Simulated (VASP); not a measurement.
# Na2Nb2O (P4/mmm) in VASP: notebook

The runs below take Na2Nb2O through single point, relaxation of cell and atoms, with PBE.

Program: VASP 6.6.1. These are calculated values, not measurements. Logs are shortened: lines on timing, memory, paths and dates and some standing lists are left out, and cuts for length are marked.

## Step 1: The cell of the first run

The structure is tetragonal, space group P4/mmm (No. 123). The conventional cell has a = 2.999 Å, b = 2.999 Å, c = 10.645 Å, α = 90.00°, β = 90.00°, γ = 90.00°. Within 2.8 Å of Na (site symmetry 4/mmm) lie 4 O at 2.12 Å. Na (site symmetry 4/mmm) has 4 Na at 3.00 Å and 2 Nb at 3.26 Å within 3.9 Å. Within 2.7 Å of Nb (site symmetry 4mm) lie 1 O at 2.06 Å. Within 2.7 Å of O (site symmetry 4/mmm) lie 2 Nb at 2.06 Å and 4 Na at 2.12 Å.

The cell was generated, and may not be a known phase.

## Step 2: Single point, PBE

Input file INCAR:

```
PREC = Accurate
ENCUT = 520
EDIFF = 1E-6
ISMEAR = 0
SIGMA = 0.1
LREAL = F
LASPH = T
NELM = 80
ALGO = Normal
ISIF = 2
LWAVE = F
LCHARG = F
GGA = PE
NBANDS = 31
```

Input file KPOINTS:

```
regular mesh
0
Gamma
  12 12 4
```

Input file POSCAR:

```
Na2Nb2O
1.0
    2.9987937857      0.0000000000      0.0000000000
    0.0000000000      2.9987937857      0.0000000000
    0.0000000000      0.0000000000     10.6448988862
Na Nb O
2 2 1
Direct
    0.0000000000      0.0000000000      0.0000000000
    0.5000000000      0.5000000000      0.5000000000
    0.5000000000      0.5000000000      0.8060886739
    0.5000000000      0.5000000000      0.1939113261
    0.5000000000      0.5000000000      0.0000000000
```

Potentials or basis: VASP PAW PBE potentials, release 64 (Na_pv, Nb_sv, O).

Started as:

```console
$ cat potpaw_PBE.64/Na_pv/POTCAR potpaw_PBE.64/Nb_sv/POTCAR potpaw_PBE.64/O/POTCAR > POTCAR
$ mpirun -np 1 vasp_std > vasp.out
```

OUTCAR:

```text
PREC = Accurate
   ENCUT = 520
   EDIFF = 1E-6
   ISMEAR = 0
   LREAL = F
   LASPH = T
   NELM = 80
   ISIF = 2
   GGA = PE

 ion  position               nearest neighbor table
   1  0.000  0.000  0.000-   5 2.12   5 2.12   5 2.12   5 2.12
   2  0.500  0.500  0.500-
   3  0.500  0.500  0.806-   5 2.06
   4  0.500  0.500  0.194-   5 2.06
   5  0.500  0.500  0.000-   3 2.06   4 2.06   1 2.12   1 2.12   1 2.12   1 2.12

  LATTYP: Found a simple tetragonal cell.
 ALAT       =     2.9987937857
 C/A-ratio  =     3.5497268725

  Lattice vectors:

 A1 = (   2.9987937857,   0.0000000000,   0.0000000000)
 A2 = (   0.0000000000,   2.9987937857,   0.0000000000)
 A3 = (   0.0000000000,   0.0000000000,  10.6448988862)

Analysis of symmetry for initial positions (statically):
=====================================================================
 Subroutine PRICEL returns:
 Original cell was already a primitive cell.

 Routine SETGRP: Setting up the symmetry group for a
 simple tetragonal supercell.

 Subroutine GETGRP returns: Found 16 space group operations
 (whereof 16 operations were pure point group operations)
 out of a pool of 16 trial point group operations.

The static configuration has the point symmetry D_4h.

Analysis of symmetry for dynamics (positions and initial velocities):
=====================================================================
 Subroutine PRICEL returns:
 Original cell was already a primitive cell.

 Routine SETGRP: Setting up the symmetry group for a
 simple tetragonal supercell.

 Subroutine GETGRP returns: Found 16 space group operations
 (whereof 16 operations were pure point group operations)
 out of a pool of 16 trial point group operations.

The dynamic configuration has the point symmetry D_4h.

 Subroutine INISYM returns: Found 16 space group operations
 (whereof 16 operations are pure point group operations),
 and found     1 'primitive' translations

----------------------------------------------------------------------------------------

                                     Primitive cell

  volume of cell :      95.7271

  direct lattice vectors                    reciprocal lattice vectors
     2.998793786  0.000000000  0.000000000     0.333467411  0.000000000  0.000000000
     0.000000000  2.998793786  0.000000000     0.000000000  0.333467411  0.000000000
     0.000000000  0.000000000 10.644898886     0.000000000  0.000000000  0.093941710

  length of vectors
     2.998793786  2.998793786 10.644898886     0.333467411  0.333467411  0.093941710

  position of ions in fractional coordinates (direct lattice)
     0.000000000  0.000000000  0.000000000
     0.500000000  0.500000000  0.500000000
     0.500000000  0.500000000  0.806088674
     0.500000000  0.500000000  0.193911326
     0.500000000  0.500000000  0.000000000

  ion indices of the primitive-cell ions
   primitive index   ion index
                 1           1
                 2           2
                 3           3
                 4           4
                 5           5

----------------------------------------------------------------------------------------

 KPOINTS: regular mesh

Automatic generation of k-mesh.
 Grid dimensions read from file:
 generate k-points for:   12   12    4

 Generating k-lattice:

  Cartesian coordinates                     Fractional coordinates (reciprocal lattice)
     0.027788951  0.000000000  0.000000000     0.083333333  0.000000000  0.000000000
     0.000000000  0.027788951  0.000000000     0.000000000  0.083333333  0.000000000
     0.000000000  0.000000000  0.023485427     0.000000000  0.000000000  0.250000000

  Length of vectors
     0.027788951  0.027788951  0.023485427

  Shift w.r.t. Gamma in fractional coordinates (k-lattice)
     0.000000000  0.000000000  0.000000000

 Subroutine IBZKPT returns following result:
 ===========================================

 Found     84 irreducible k-points:

 Following reciprocal coordinates:
            Coordinates               Weight
  0.000000  0.000000  0.000000      1.000000
  0.083333  0.000000  0.000000      4.000000
  0.166667  0.000000  0.000000      4.000000
  0.250000  0.000000  0.000000      4.000000
  0.333333  0.000000  0.000000      4.000000
  0.416667  0.000000  0.000000      4.000000
[... 16 lines left out ...]
  0.333333  0.333333  0.000000      4.000000
  0.416667  0.333333  0.000000      8.000000
 [... further k-points ...]
   k-points           NKPTS =     84   k-points in BZ     NKDIM =     84   number of bands    NBANDS=     31
   number of dos      NEDOS =    301   number of ions     NIONS =      5
   total plane-waves  NPLWV =  46080
   dimension x,y,z NGX =    24 NGY =   24 NGZ =   80
   dimension x,y,z NGXF=    48 NGYF=   48 NGZF=  160
   ions per type =               2   2   1
   NGX,Y,Z   is equivalent  to a cutoff of  13.31, 13.31, 12.49 a.u.
   NGXF,Y,Z  is equivalent  to a cutoff of  26.61, 26.61, 24.99 a.u.
 SYSTEM =  unknown system
[... 49 lines left out ...]

 Free energy of the ion-electron system (eV)
  ---------------------------------------------------
  ext. energy  EPLUGINS =         0.00000000
  ---------------------------------------------------
  free energy    TOTEN  =       -27.80470175 eV

  energy without entropy =      -27.78648002  energy(sigma->0) =      -27.79559088

 E-fermi :   5.3240     XC(G=0):  -9.7919

 val. band max:        5.3184606151   @ k =   0.3333   0.2500   0.5000
 cond. band min:       5.3276468397   @ k =   0.4167   0.0833   0.5000
 fundamental gap:      0.0091862246
 Fermi energy:         5.3239908537

 k-point     1 :       0.0000    0.0000    0.0000
  band No.  band energies     occupation
      1     -50.0216      2.00000
      2     -50.0206      2.00000
      3     -26.4194      2.00000
      4     -26.3470      2.00000
      5     -25.6369      2.00000
      6     -25.6369      2.00000
[... 23 lines left out ...]
     30       8.5575      0.00000
     31       8.5716      0.00000

 k-point     2 :       0.0833    0.0000    0.0000
  band No.  band energies     occupation
      1     -50.0177      2.00000
      2     -50.0167      2.00000
      3     -26.4153      2.00000
      4     -26.3424      2.00000
      5     -25.6776      2.00000
      6     -25.6755      2.00000
[... 23 lines left out ...]
     30       8.3837      0.00000
     31       8.3939      0.00000

 k-point     3 :       0.1667    0.0000    0.0000
  band No.  band energies     occupation
      1     -50.0070      2.00000
      2     -50.0061      2.00000
      3     -26.4040      2.00000
      4     -26.3301      2.00000
      5     -25.7875      2.00000
      6     -25.7859      2.00000
[... 23 lines left out ...]
     30       7.9517      0.00000
     31       7.9527      0.00000

 k-point     4 :       0.2500    0.0000    0.0000
  band No.  band energies     occupation
      1     -49.9924      2.00000
      2     -49.9915      2.00000
      3     -26.3886      2.00000
      4     -26.3132      2.00000
      5     -25.9350      2.00000
      6     -25.9340      2.00000
[... 23 lines left out ...]
     30       7.9421      0.00000
     31       7.9833      0.00000

 k-point     5 :       0.3333    0.0000    0.0000
  band No.  band energies     occupation
      1     -49.9778      2.00000
      2     -49.9768      2.00000
      3     -26.3731      2.00000
      4     -26.2963      2.00000
      5     -26.0795      2.00000
      6     -26.0791      2.00000
[... 23 lines left out ...]
     30       8.0123      0.00000
     31       8.1506      0.00000
[... 542 lines left out ...]
     30       8.2792      0.00000
     31       9.5021      0.00000

 k-point    22 :       0.5000    0.2500    0.0000
  band No.  band energies     occupation
      1     -49.9346      2.00000
      2     -49.9336      2.00000
      3     -26.3223      2.00000
      4     -26.2488      2.00000
      5     -26.1851      2.00000
      6     -26.1833      2.00000
[... 23 lines left out ...]
     30       8.8941      0.00000
     31      10.0186      0.00000

 k-point    23 :       0.3333    0.3333    0.0000
  band No.  band energies     occupation
      1     -49.9347      2.00000
      2     -49.9338      2.00000
      3     -26.3218      2.00000
      4     -26.2493      2.00000
      5     -26.0331      2.00000
      6     -26.0314      2.00000
[... 23 lines left out ...]
     30       8.1802      0.00000
     31       9.2999      0.00000

 k-point    24 :       0.4167    0.3333    0.0000
  band No.  band energies     occupation
      1     -49.9242      2.00000
      2     -49.9232      2.00000
      3     -26.3092      2.00000
      4     -26.2378      2.00000
      5     -26.1301      2.00000
      6     -26.1274      2.00000
[... 23 lines left out ...]
     30       8.5735      0.00000
     31       9.9827      0.00000

 [... further k-points ...]

------------------------ aborting loop because EDIFF is reached ----------------------------------------

  FORCE on cell =-STRESS in cart. coord.  units (eV):
  Direction    XX          YY          ZZ          XY          YZ          ZX
  --------------------------------------------------------------------------------------
  -------------------------------------------------------------------------------------
  Total        0.0618736      0.0618736     -0.1040457      0.0000000      0.0000000      0.0000000
  in kB        1.0355748      1.0355748     -1.7414063      0.0000000      0.0000000      0.0000000
  external PRESSURE =       0.1099144 kB  Pullay stress =       0.0000000 kB

 VOLUME and BASIS-vectors are now :
 -----------------------------------------------------------------------------
  energy-cutoff  :      520.00
  volume of cell :       95.73
      direct lattice vectors                 reciprocal lattice vectors
     2.998793786  0.000000000  0.000000000     0.333467411  0.000000000  0.000000000
     0.000000000  2.998793786  0.000000000     0.000000000  0.333467411  0.000000000
     0.000000000  0.000000000 10.644898886     0.000000000  0.000000000  0.093941710

 POSITION                                       TOTAL-FORCE (eV/Angst)
 -----------------------------------------------------------------------------------
      0.00000      0.00000      0.00000         0.000000      0.000000      0.000000
      1.49940      1.49940      5.32245         0.000000      0.000000      0.000000
      1.49940      1.49940      8.58073         0.000000     -0.000000      0.014028
      1.49940      1.49940      2.06417         0.000000      0.000000     -0.014028
      1.49940      1.49940      0.00000         0.000000      0.000000      0.000000
 -----------------------------------------------------------------------------------
    total drift:                                0.000000     -0.000000      0.000000

  FREE ENERGIE OF THE ION-ELECTRON SYSTEM (eV)
  ---------------------------------------------------
  free  energy   TOTEN  =       -27.8047017462 eV

  energy  without entropy=      -27.7864800181  energy(sigma->0) =      -27.79559088
```

It took 2.7 min on 1 thread of Intel Xeon Platinum 8375C at 2.90GHz (Ice Lake), shared host; peak memory 0.34 GiB.

What came out:

| Item | Value |
| --- | --- |
| Free energy | -27.8047 eV |
| Pressure | 0.0 GPa |
| Largest force | 0.014 eV/Å |
| Band gap on the k mesh | zero (bands 23 and 24 overlap by 1.69 eV) |

Forces in eV/Å, atoms in the order of the input:
```
Na   0.000  0.000  0.000
Na   0.000  0.000  0.000
Nb   0.000  0.000  0.014
Nb   0.000  0.000 -0.014
O    0.000  0.000  0.000
```

Stress tensor (GPa, compression positive):
```
 0.10  0.00  0.00
 0.00  0.10  0.00
 0.00  0.00 -0.17
```

## Step 3: Relaxation of cell and atoms, PBE

This run uses another cell than the first one, of 20.30 Å³/atom.

Input file INCAR:

```
SYSTEM = Na2Nb2O
ALGO = Normal
EDIFF = 1E-7
EDIFFG = -0.04
ENCUT = 600
GGA = PE
IBRION = 2
ISIF = 3
ISMEAR = 0
LASPH = .True.
LCHARG = .False.
LREAL = .False.
LWAVE = .False.
NELM = 100
NSW = 90
PREC = Accurate
SIGMA = 0.1
```

Input file KPOINTS:

```
k-points
0
Gamma
  6 6 2
  0 0 0
```

Input file POSCAR:

```
Na2Nb2O
1.0
    3.6115623700      0.0000000000      0.0000000000
    0.0000000000      3.6115623700      0.0000000000
    0.0000000000      0.0000000000      7.7805298800
Na Nb O
2 2 1
Direct
    0.0000000000      0.0000000000      0.0000000000
    0.5000000000      0.5000000000      0.5000000000
    0.5000000000      0.5000000000      0.7504260600
    0.5000000000      0.5000000000      0.2495739400
    0.5000000000      0.5000000000      0.0000000000
```

Potentials or basis: VASP PAW PBE potentials, release 64 (Na_pv, Nb_sv, O).

Started as:

```console
$ cat potpaw_PBE.64/Na_pv/POTCAR potpaw_PBE.64/Nb_sv/POTCAR potpaw_PBE.64/O/POTCAR > POTCAR
$ mpirun -np 1 vasp_std > vasp.out
```

Run time: 9.8 min. Hardware: 1 thread of Intel Xeon Platinum 8375C at 2.90GHz (Ice Lake), shared host; peak memory 0.28 GiB.

The run converged. Its results:

| Item | Value |
| --- | --- |
| Free energy | -27.8537 eV |
| Relaxed volume | 19.05 Å³/atom |
| Relaxed cell | a = 3.013 Å, b = 3.013 Å, c = 10.496 Å, α = 90.00°, β = 90.00°, γ = 90.00° |
| Space group after relaxing (to 0.1 Å) | P4/mmm (No. 123) |
| Energy gained by relaxing | 1663.4 meV/atom |
| Ionic steps | 13 |
| Pressure after relaxing | 0.0 GPa |
| Largest force after relaxing | 0.017 eV/Å |
| Band gap on the k mesh | zero (bands 23 and 24 overlap by 1.63 eV) |

Forces on the atoms (eV/Å):
```
Na   0.000  0.000  0.000
Na   0.000  0.000  0.000
Nb   0.000  0.000 -0.017
Nb   0.000  0.000  0.017
O    0.000  0.000  0.000
```

Stress tensor (GPa, compression positive):
```
-0.11  0.00  0.00
 0.00 -0.11  0.00
 0.00  0.00  0.14
```

The path:
```csv
step,energy change (eV),largest force (eV/Å),pressure (GPa),volume (Å³)
1,0.0000,9.2623,9.22,101.48
2,-7.6004,0.4124,-7.06,113.72
3,-7.6786,0.3278,-7.13,114.17
4,-7.7779,0.1756,-7.13,114.96
5,-8.1438,1.7583,2.80,98.75
6,-8.1607,1.3956,0.66,101.26
7,-8.2191,0.0647,0.10,96.62
8,-8.2549,0.4714,-0.01,98.45
9,-8.2814,0.2952,-0.55,98.29
10,-8.3043,0.0717,-1.59,97.94
11,-8.3135,0.1501,0.19,95.46
12,-8.3140,0.1074,-0.16,95.93
13,-8.3170,0.0171,-0.02,95.27
```

Final structure:
```cif
data_structure
_symmetry_space_group_name_H-M 'P 1'
_symmetry_Int_Tables_number 1
_cell_length_a 3.0129
_cell_length_b 3.0129
_cell_length_c 10.4956
_cell_angle_alpha 90.000
_cell_angle_beta 90.000
_cell_angle_gamma 90.000
_cell_volume 95.27
loop_
_atom_site_label
_atom_site_type_symbol
_atom_site_fract_x
_atom_site_fract_y
_atom_site_fract_z
_atom_site_occupancy
Na1 Na 0.00000 0.00000 0.00000 1
Na2 Na 0.50000 0.50000 0.50000 1
Nb1 Nb 0.50000 0.50000 0.80567 1
Nb2 Nb 0.50000 0.50000 0.19433 1
O1 O 0.50000 0.50000 0.00000 1
```

Levels at points of the mesh, in eV from the Fermi level:
```
           k point  band 20  band 21  band 22  band 23  band 24  band 25  band 26  band 27
(0.00, 0.00, 0.00)    -3.74    -2.49    -1.90    -1.82    -0.42     1.74     1.74     2.58
(0.50, 0.00, 0.00)    -1.74    -1.47    -0.81     0.48     1.18     1.30     1.31     2.10
(0.50, 0.50, 0.00)    -2.39    -0.73    -0.73     0.48     0.48     2.12     3.76     4.70
(0.00, 0.00, 0.50)    -3.95    -2.25    -1.90    -1.82    -0.88     1.74     1.74     2.58
(0.50, 0.00, 0.50)    -1.75    -1.58    -0.53     0.75     1.05     1.20     1.30     1.31
(0.50, 0.50, 0.50)    -2.40    -0.75    -0.75     0.52     0.52     2.27     3.51     4.44
```

Caveat: the k points lie up to 0.35 Å⁻¹ apart in the final cell, too coarse for converged energies and pressures of a metal; a cell axis changed by over 15 % at a fixed basis, so the end point is rough.

## Step 4: Relaxation of cell and atoms, PBE

This run uses another cell than the first one, of 19.21 Å³/atom.

Input file INCAR:

```
PREC = Accurate
ENCUT = 600
EDIFF = 1E-6
ISMEAR = 0
SIGMA = 0.1
LREAL = False
LASPH = True
NELM = 80
ALGO = Normal
ISIF = 3
LWAVE = False
LCHARG = False
GGA = PE
IBRION = 2
NSW = 100
EDIFFG = -0.01
```

Input file KPOINTS:

```
regular mesh
0
Gamma
  12 12 4
```

Input file POSCAR:

```
Na2Nb2O
1.0
    3.0074696170      0.0000000000      0.0000000000
    0.0000000000      3.0074696170      0.0000000000
    0.0000000000      0.0000000000     10.6165875497
Na Nb O
2 2 1
Direct
    0.0000000000      0.0000000000      0.0000000000
    0.5000000000      0.5000000000      0.5000000000
    0.5000000000      0.5000000000      0.8069805073
    0.5000000000      0.5000000000      0.1930194927
    0.5000000000      0.5000000000      0.0000000000
```

Started as:

```console
$ cat potpaw_PBE.64/Na_pv/POTCAR potpaw_PBE.64/Nb_sv/POTCAR potpaw_PBE.64/O/POTCAR > POTCAR
$ mpirun -np 1 vasp_std > vasp.out
```

It took 12 min on 1 thread of Intel Xeon Platinum 8375C at 2.90GHz (Ice Lake), shared host; peak memory 0.4 GiB.

The run converged. Its results:

```
Free energy                           : -27.8073 eV
Relaxed volume                        : 19.15 Å³/atom
Relaxed cell                          : a = 3.001 Å, b = 3.001 Å, c = 10.633 Å, α = 90.00°, β = 90.00°, γ = 90.00°
Space group after relaxing (to 0.1 Å) : P4/mmm (No. 123)
Energy gained by relaxing             : 0.4 meV/atom
Ionic steps                           : 9
Pressure after relaxing               : 0.0 GPa
Band gap on the k mesh                : zero (bands 23 and 24 overlap by 1.68 eV)
```

Forces in eV/Å, atoms in the order of the input:
```
Na   0.000  0.000  0.000
Na   0.000  0.000  0.000
Nb   0.000  0.000 -0.002
Nb   0.000  0.000  0.002
O    0.000  0.000  0.000
```

The path:
```
step  energy change (eV)  largest force (eV/Å)  pressure (GPa)  volume (Å³)
   1              0.0000                0.1465            0.22        96.03
   2             -0.0009                0.0726           -0.49        96.39
   3             -0.0017                0.0108           -0.22        96.24
   4             -0.0020                0.0181           -0.04        95.94
   5             -0.0020                0.0197            0.02        95.85
   6             -0.0020                0.0194            0.00        95.88
   7             -0.0020                0.0191            0.00        95.90
   8             -0.0020                0.0155           -0.01        95.86
   9             -0.0021                0.0023            0.00        95.75
```

Final structure:
```
Na Nb O
1.0
     3.00073    0.00000    0.00000
     0.00000    3.00073    0.00000
     0.00000    0.00000   10.63330
Na Nb O
2 2 1
Direct
  0.00000 0.00000 0.00000
  0.50000 0.50000 0.50000
  0.50000 0.50000 0.80609
  0.50000 0.50000 0.19391
  0.50000 0.50000 0.00000
```

Levels at points of the mesh, in eV from the Fermi level:
| k point | band 20 | band 21 | band 22 | band 23 | band 24 | band 25 | band 26 | band 27 |
| --- | --- | --- | --- | --- | --- | --- | --- | --- |
| (0.00, 0.00, 0.00) | -3.84 | -2.58 | -2.03 | -1.96 | -0.57 | 1.69 | 1.69 | 2.31 |
| (0.50, 0.00, 0.00) | -1.85 | -1.58 | -0.89 | 0.42 | 1.10 | 1.21 | 1.22 | 1.52 |
| (0.50, 0.50, 0.00) | -2.54 | -0.83 | -0.83 | 0.37 | 0.37 | 2.03 | 3.63 | 4.65 |
| (0.00, 0.00, 0.50) | -4.03 | -2.37 | -2.03 | -1.96 | -0.99 | 1.69 | 1.69 | 2.48 |
| (0.50, 0.00, 0.50) | -1.87 | -1.68 | -0.64 | 0.69 | 1.00 | 1.10 | 1.21 | 1.22 |
| (0.50, 0.50, 0.50) | -2.54 | -0.84 | -0.84 | 0.40 | 0.40 | 2.16 | 3.41 | 4.44 |

## Step 5: The runs side by side

```tsv
task	cell	k mesh	cutoff (eV)	gap on the mesh (eV)	pressure (GPa)	relaxed volume (Å³/atom)	largest force (eV/Å)
single point	a = 2.999, b = 2.999, c = 10.645 Å, 5 atoms, atomic positions A	12 × 12 × 4	520	none	0.0	-	0.01
relaxation of cell and atoms	relaxed from a = 3.612, b = 3.612, c = 7.781 Å, 5 atoms, atomic positions B	6 × 6 × 2	600	none	0.0	19.05	0.02
relaxation of cell and atoms	relaxed from a = 3.007, b = 3.007, c = 10.617 Å, 5 atoms, atomic positions C	12 × 12 × 4	600	none	0.0	19.15	-
```

Alike in all rows: level PBE; potentials or basis VASP PAW PBE potentials, release 64 (Na_pv, Nb_sv, O); no spin polarisation; smearing gaussian 0.1 eV.

Caveats: some runs use coarse meshes; a cell axis changed by over 15 % at a fixed basis, so the end point is rough (at least some runs).

Absolute energies hang on the potentials; compare differences alone.

The gap in the log of VASP goes by the Fermi energy; the results here count the filled bands.